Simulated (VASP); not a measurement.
# Ta2TiSi3 (P-4m2) in VASP: a series of runs

Runs on Ta2TiSi3. Level: PBE. Tasks: relaxation of cell and atoms.

Everything below comes from runs of VASP 6.6.1. Logs are shortened: lines on timing, memory, paths and dates and some standing lists are left out, and cuts for length are marked.

## (1) The cell of the first run

Symmetry: P-4m2, No. 115, tetragonal system. The conventional cell has a = 3.500 Å, b = 3.500 Å, c = 7.710 Å, α = 90.00°, β = 90.00°, γ = 90.00°. Ti (site symmetry -4m2) has 4 Si at 2.47 Å and 4 Ta at 2.71 Å within 3.3 Å. Ta (site symmetry 2mm) has 7 Si at 2.63 to 2.71 Å and 2 Ti at 2.71 Å and 4 Ta at 3.50 Å within 3.5 Å. Within 3.5 Å of Si (site symmetry 2mm) lie 5 Ta at 2.63 to 2.68 Å and 10 Si at 3.06 to 3.50 Å and 2 Ti at 3.44 Å. Within 3.3 Å of Si (site symmetry -4m2) lie 4 Ti at 2.47 Å and 4 Ta at 2.71 Å.

The cell was built from a structure type or drawn by symmetry, and may not be a known phase.

## (2) Relaxation of cell and atoms, PBE

INCAR reads:

```
SYSTEM = Ta2TiSi3
ALGO = Normal ; EDIFF = 1E-6
EDIFFG = -0.04 ; ENCUT = 600
GGA = PE ; IBRION = 2
ISIF = 3 ; ISMEAR = 0
LASPH = .TRUE. ; LCHARG = .FALSE.
LREAL = .FALSE. ; LWAVE = .FALSE.
NELM = 60 ; NSW = 90
PREC = Accurate ; SIGMA = 0.1
```

KPOINTS reads:

```
k-points
0
G
  6 6 2
  0 0 0
```

POSCAR reads:

```
Ta2TiSi3
1.0
    3.4997369400      0.0000000000      0.0000000000
    0.0000000000      3.4997369400      0.0000000000
    0.0000000000      0.0000000000      7.7102490600
Ti Ta Si
1 2 3
Direct
    0.0000000000      0.0000000000      0.0000000000
    0.0000000000      0.5000000000      0.7315000300
    0.5000000000      0.0000000000      0.2684999700
    0.0000000000      0.5000000000      0.3835000100
    0.5000000000      0.0000000000      0.6164999900
    0.5000000000      0.5000000000      0.0000000000
```

Potentials or basis: VASP PAW PBE potentials, release 64 (Ti_sv, Ta_pv, Si).

The run is started by

```sh
$ cat potpaw_PBE.64/Ti_sv/POTCAR potpaw_PBE.64/Ta_pv/POTCAR potpaw_PBE.64/Si/POTCAR > POTCAR
$ mpirun -np 1 vasp_std > vasp.out
```

OUTCAR:

```text
SYSTEM = Ta2TiSi3
   EDIFF = 1E-6
   EDIFFG = -0.04
   ENCUT = 600
   GGA = PE
   IBRION = 2
   ISIF = 3
   ISMEAR = 0
   LASPH = .TRUE.
   LREAL = .FALSE.
   NELM = 60
   NSW = 90
   PREC = Accurate

 ion  position               nearest neighbor table
   1  0.000  0.000  0.000-   6 2.47   6 2.47   6 2.47   6 2.47   3 2.71   3 2.71   2 2.71   2 2.71

   2  0.000  0.500  0.732-   5 2.63   5 2.63   5 2.63   5 2.63   4 2.68   1 2.71   6 2.71   6 2.71
                             1 2.71
   3  0.500  0.000  0.268-   4 2.63   4 2.63   4 2.63   4 2.63   5 2.68   6 2.71   1 2.71   6 2.71
                             1 2.71
   4  0.000  0.500  0.384-   3 2.63   3 2.63   3 2.63   3 2.63   2 2.68   5 3.06   5 3.06   5 3.06
                             5 3.06
   5  0.500  0.000  0.616-   2 2.63   2 2.63   2 2.63   2 2.63   3 2.68   4 3.06   4 3.06   4 3.06
                             4 3.06
   6  0.500  0.500  0.000-   1 2.47   1 2.47   1 2.47   1 2.47   3 2.71   3 2.71   2 2.71   2 2.71

  LATTYP: Found a simple tetragonal cell.
 ALAT       =     3.4997369400
 C/A-ratio  =     2.2030938874

  Lattice vectors:

 A1 = (   3.4997369400,   0.0000000000,   0.0000000000)
 A2 = (   0.0000000000,   3.4997369400,   0.0000000000)
 A3 = (   0.0000000000,   0.0000000000,   7.7102490600)

Analysis of symmetry for initial positions (statically):
=====================================================================
 Subroutine PRICEL returns:
 Original cell was already a primitive cell.

 Routine SETGRP: Setting up the symmetry group for a
 simple tetragonal supercell.

 Subroutine GETGRP returns: Found  8 space group operations
 (whereof  8 operations were pure point group operations)
 out of a pool of 16 trial point group operations.

The static configuration has the point symmetry D_2d.

Analysis of symmetry for dynamics (positions and initial velocities):
=====================================================================
 Subroutine PRICEL returns:
 Original cell was already a primitive cell.

 Routine SETGRP: Setting up the symmetry group for a
 simple tetragonal supercell.

 Subroutine GETGRP returns: Found  8 space group operations
 (whereof  8 operations were pure point group operations)
 out of a pool of 16 trial point group operations.

The dynamic configuration has the point symmetry D_2d.

 Subroutine INISYM returns: Found  8 space group operations
 (whereof  8 operations are pure point group operations),
 and found     1 'primitive' translations

----------------------------------------------------------------------------------------

                                     Primitive cell

  volume of cell :      94.4364

  direct lattice vectors                    reciprocal lattice vectors
[... 85 lines left out ...]
   LNONCOLLINEAR =      F non collinear calculations
   LSORBIT =      F    spin-orbit coupling
   LASPH  =      T    aspherical Exc in radial PAW
   ENCUT  =  600.0 eV  44.10 Ry    6.64 a.u.   6.99  6.99 15.40*2*pi/ulx,y,z
   NELM   =     60;   NELMIN=  2; NELMDL= -5     # of ELM steps
   EDIFF  = 0.1E-05   stopping-criterion for ELM
   LREAL  =      F    real-space projection
   EDIFFG = -.4E-01   stopping-criterion for IOM
   NSW    =     90    number of steps for IOM
   IBRION =      2    ionic relax: 0-MD 1-quasi-New 2-CG
   NFREE  =      1    steps in history (QN), initial steepest desc. (CG)
   ISIF   =      3    stress and relaxation
   ISYM   =      2    0-nonsym 1-usesym 2-fastsym
   POTIM  = 0.5000    time-step for ionic-motion
   TEBEG  =    0.0;   TEEND  =   0.0 temperature during run
   PSTRESS=    0.0 pullay stress
   NELECT =      46.0000    total number of electrons
   NUPDOWN=      -1.0000    fix difference up-down
   EMIN   =  10.00;   EMAX   =-10.00  energy-range for DOS
   EFERMI =   0.00;   METHOD = LEGACY
   ISMEAR =     0;   SIGMA  =   0.10  broadening in eV -4-tet -1-fermi 0-gaus
   EFERMI_NEDOS =   21; number of points for ismear=-14 and -15
   IALGO  =     38    algorithm
   IMIX   =      4    mixing-type and parameters
     AMIX     =   0.40;   BMIX     =  1.00
     AMIX_MAG =   1.60;   BMIX_MAG =  1.00
  volume/ion in A,a.u.               =      15.74       106.21
  Fermi-wavevector in a.u.,A,eV,Ry     =   1.288094  2.434146 22.574613  1.659187
  Thomas-Fermi vector in A             =   2.420069
   LORBIT       =      0    0 simple, 1 ext, 2 COOP (PROOUT), +10 PAW based schemes
   GGA     = PE    functional components
   LHFCALC =     F    Hartree Fock is set to
   AEXX    =    0.0000 exact exchange contribution
   IVDW    =     0    specifies the selected vdW correction
   LEPSILON=     F    determine dielectric tensor
   LRPA    =     F    only Hartree local field effects (RPA)
 conjugate gradient relaxation of ions
 non-spin polarized calculation
 Gauss-broadening in eV      SIGMA  =   0.10
  energy-cutoff  :      600.00
  volume of cell :       94.44
 maximum number of plane-waves:      3180
 NGX is ok and might be reduce to    28
   NGX = 13   NGY = 13   NGZ = 31

--------------------------------------- Ionic step        1  -------------------------------------------

 number of electron      45.9999996 magnetization

 Free energy of the ion-electron system (eV)
  ---------------------------------------------------
  ext. energy  EPLUGINS =         0.00000000
  ---------------------------------------------------
  free energy    TOTEN  =       -48.00347516 eV

  energy without entropy =      -47.98956901  energy(sigma->0) =      -47.99652209

------------------------ aborting loop because EDIFF is reached ----------------------------------------

  FORCE on cell =-STRESS in cart. coord.  units (eV):
  Direction    XX          YY          ZZ          XY          YZ          ZX
  --------------------------------------------------------------------------------------
  -------------------------------------------------------------------------------------
  Total        6.1232186      6.1232186      4.8342201      0.0000000      0.0000000      0.0000000
  in kB      103.8845918    103.8845918     82.0158497      0.0000000      0.0000000      0.0000000
  external PRESSURE =      96.5950111 kB  Pullay stress =       0.0000000 kB
[... 227 lines left out ...]
--------------------------------------- Ionic step        7  -------------------------------------------

 number of electron      46.0000007 magnetization

 Free energy of the ion-electron system (eV)
  ---------------------------------------------------
  ext. energy  EPLUGINS =         0.00000000
  ---------------------------------------------------
  free energy    TOTEN  =       -48.16911011 eV

  energy without entropy =      -48.15340699  energy(sigma->0) =      -48.16125855

 E-fermi :   7.3275     XC(G=0): -11.5564

 val. band max:        7.2715444205   @ k =   0.5000   0.1667   0.0000
 cond. band min:       7.3297875940   @ k =   0.3333   0.1667   0.5000
 fundamental gap:      0.0582431734
 Fermi energy:         7.3274768642

 k-point     1 :       0.0000    0.0000    0.0000
  band No.  band energies     occupation
      1     -49.2981      2.00000
      2     -26.7513      2.00000
      3     -26.6904      2.00000
      4     -26.6681      2.00000
      5     -26.6681      2.00000
      6     -26.6142      2.00000
[... 622 lines left out ...]
  FREE ENERGIE OF THE ION-ELECTRON SYSTEM (eV)
  ---------------------------------------------------
  free  energy   TOTEN  =       -48.1691101061 eV

  energy  without entropy=      -48.1534069860  energy(sigma->0) =      -48.16125855

 reached required accuracy - stopping structural energy minimisation
```

OSZICAR:

```text
N       E                     dE             d eps       ncg     rms          rms(c)
DAV:   1     0.448700339422E+03    0.44870E+03   -0.25401E+04  1080   0.193E+03
DAV:   2    -0.111395276554E+02   -0.45984E+03   -0.45238E+03  1092   0.496E+02
[... 74 lines left out ...]
       N       E                     dE             d eps       ncg     rms          rms(c)
DAV:   1    -0.481693407532E+02   -0.49762E-03   -0.19050E-02  1124   0.110E+00    0.128E-01
DAV:   2    -0.481694054551E+02   -0.64702E-04   -0.46370E-03  1462   0.560E-01    0.105E-01
DAV:   3    -0.481691433093E+02    0.26215E-03   -0.21902E-03  1443   0.363E-01    0.449E-02
DAV:   4    -0.481691103622E+02    0.32947E-04   -0.15161E-04  1550   0.103E-01    0.118E-02
DAV:   5    -0.481691098208E+02    0.54147E-06   -0.30499E-05  1599   0.242E-02    0.822E-03
DAV:   6    -0.481691101061E+02   -0.28538E-06   -0.29508E-06  1028   0.114E-02
   7 F= -.48169110E+02 E0= -.48161259E+02  d E =-.266758E-03
```

It took 8 min on 1 thread of Intel Xeon 8259CL, shared host; peak memory 0.27 GiB.

Results:

```yaml
Free_energy: -48.1691 eV
Relaxed_volume: 16.68 Å³/atom
Relaxed_cell: a = 3.577 Å, b = 3.577 Å, c = 7.821 Å, α = 90.00°, β = 90.00°, γ = 90.00°
Space_group_after_relaxing_to_0.1_Å: P-4m2 (No. 115)
Energy_gained_by_relaxing: 27.6 meV/atom
Ionic_steps: 7
Pressure_after_relaxing: 0.0 GPa
Largest_force_after_relaxing: 0.038 eV/Å
Band_gap_on_the_k_mesh: zero (bands 23 and 24 overlap by 0.60 eV)
```

Forces on the atoms (eV/Å):
```
Ti   0.000  0.000  0.000
Ta   0.000  0.000 -0.019
Ta   0.000  0.000  0.019
Si   0.000  0.000 -0.038
Si   0.000  0.000  0.038
Si   0.000  0.000  0.000
```

The path:
```tsv
step	energy change (eV)	largest force (eV/Å)	pressure (GPa)	volume (Å³)
1	0.0000	0.2119	9.66	94.44
2	0.0974	0.1997	-9.80	108.01
3	-0.1638	0.1260	-0.19	100.15
4	-0.1639	0.1270	-0.03	100.03
5	-0.1652	0.0519	0.03	100.00
6	-0.1654	0.0553	0.06	99.99
7	-0.1656	0.0382	-0.03	100.06
```

Final structure:
```yaml
crystal:
  lattice:
    - [3.57680, 0.00000, 0.00000]
    - [0.00000, 3.57680, 0.00000]
    - [0.00000, 0.00000, 7.82145]
  atoms:
    - { symbol: Ti, position: [0.00000, 0.00000, 0.00000] }
    - { symbol: Ta, position: [0.00000, 0.50000, 0.73318] }
    - { symbol: Ta, position: [0.50000, 0.00000, 0.26683] }
    - { symbol: Si, position: [0.00000, 0.50000, 0.38311] }
    - { symbol: Si, position: [0.50000, 0.00000, 0.61689] }
    - { symbol: Si, position: [0.50000, 0.50000, 0.00000] }
```

Caveat: the k points lie up to 0.40 Å⁻¹ apart in the final cell, too coarse for converged energies and pressures of a metal; spin-orbit coupling is left out, which moves the levels of the heavy elements.

## (3) Relaxation of cell and atoms, PBE

This run uses another cell than the first one, of 15.22 Å³/atom.

INCAR reads:

```
SYSTEM = Ta2TiSi3
ALGO = Normal
EDIFF = 1E-7
EDIFFG = -0.01
ENCUT = 600
GGA = PE
IBRION = 2
ISIF = 3
ISMEAR = 0
LASPH = .True.
LCHARG = .False.
LREAL = .False.
LWAVE = .False.
NELM = 60
NSW = 100
PREC = Accurate
SIGMA = 0.1
```

KPOINTS reads:

```
k-points
0
Gamma
  10 10 6
  0 0 0
```

POSCAR reads:

```
Ta2TiSi3
1.0
    3.5120143075      0.0000000000      0.0000000000
    0.0000000000      3.5120143075      0.0000000000
    0.0000000000      0.0000000000      7.4054385367
Ti Ta Si
1 2 3
Direct
    0.0000000000      0.0000000000      0.0000000000
    0.0000000000      0.5000000000      0.6225214050
    0.5000000000      0.0000000000      0.3774785950
    0.0000000000      0.5000000000      0.2618152512
    0.5000000000      0.0000000000      0.7381847488
    0.5000000000      0.5000000000      0.0000000000
```

Potentials or basis: VASP PAW PBE potentials, release 64 (Ti_sv, Ta_pv, Si).

The run is started by

```sh
$ cat potpaw_PBE.64/Ti_sv/POTCAR potpaw_PBE.64/Ta_pv/POTCAR potpaw_PBE.64/Si/POTCAR > POTCAR
$ mpirun -np 1 vasp_std > vasp.out
```

Run time: 11 min. Hardware: 1 thread of Intel Xeon 8259CL, shared host; peak memory 0.4 GiB.

Results (log left out):

- Free energy: -50.9794 eV
- Relaxed volume: 15.23 Å³/atom
- Relaxed cell: a = 3.513 Å, b = 3.513 Å, c = 7.406 Å, α = 90.00°, β = 90.00°, γ = 90.00°
- Space group after relaxing (to 0.1 Å): P-4m2 (No. 115)
- Energy gained by relaxing: 0.0 meV/atom
- Ionic steps: 2
- Pressure after relaxing: -0.1 GPa
- Band gap on the k mesh: zero (bands 23 and 24 overlap by 0.35 eV)

Forces in eV/Å, atoms in the order of the input:
```
Ti   0.000  0.000  0.000
Ta   0.000  0.000 -0.001
Ta   0.000  0.000  0.001
Si   0.000  0.000 -0.002
Si   0.000  0.000  0.002
Si   0.000  0.000  0.000
```

Final structure:
```cif
data_structure
_symmetry_space_group_name_H-M 'P 1'
_symmetry_Int_Tables_number 1
_cell_length_a 3.5129
_cell_length_b 3.5129
_cell_length_c 7.4059
_cell_angle_alpha 90.000
_cell_angle_beta 90.000
_cell_angle_gamma 90.000
_cell_volume 91.39
loop_
_atom_site_label
_atom_site_type_symbol
_atom_site_fract_x
_atom_site_fract_y
_atom_site_fract_z
_atom_site_occupancy
Ti1 Ti 0.00000 0.00000 0.00000 1
Ta1 Ta 0.00000 0.50000 0.62252 1
Ta2 Ta 0.50000 0.00000 0.37748 1
Si1 Si 0.00000 0.50000 0.26173 1
Si2 Si 0.50000 0.00000 0.73827 1
Si3 Si 0.50000 0.50000 0.00000 1
```

Levels at points of the mesh, in eV from the Fermi level:
| k point | band 19 | band 20 | band 21 | band 22 | band 23 | band 24 | band 25 | band 26 | band 27 |
| --- | --- | --- | --- | --- | --- | --- | --- | --- | --- |
| (0.00, 0.00, 0.00) | -1.61 | -1.42 | -1.42 | -1.02 | 0.06 | 0.62 | 0.62 | 0.74 | 1.68 |
| (0.50, 0.00, 0.00) | -2.57 | -1.95 | -1.90 | -1.12 | -0.23 | 0.92 | 1.44 | 1.86 | 2.04 |
| (0.50, 0.50, 0.00) | -2.63 | -2.63 | -1.96 | -1.94 | -1.50 | 1.88 | 2.15 | 2.43 | 2.44 |
| (0.00, 0.00, 0.50) | -1.64 | -1.44 | -1.44 | -0.75 | 0.22 | 0.48 | 0.63 | 0.63 | 2.20 |
| (0.50, 0.00, 0.50) | -2.48 | -1.93 | -1.51 | -0.51 | 0.04 | 0.07 | 1.37 | 1.62 | 1.75 |
| (0.50, 0.50, 0.50) | -2.05 | -1.97 | -1.93 | -1.73 | -1.73 | 1.86 | 2.17 | 2.33 | 2.33 |

Caveat: spin-orbit coupling is left out, which moves the levels of the heavy elements.
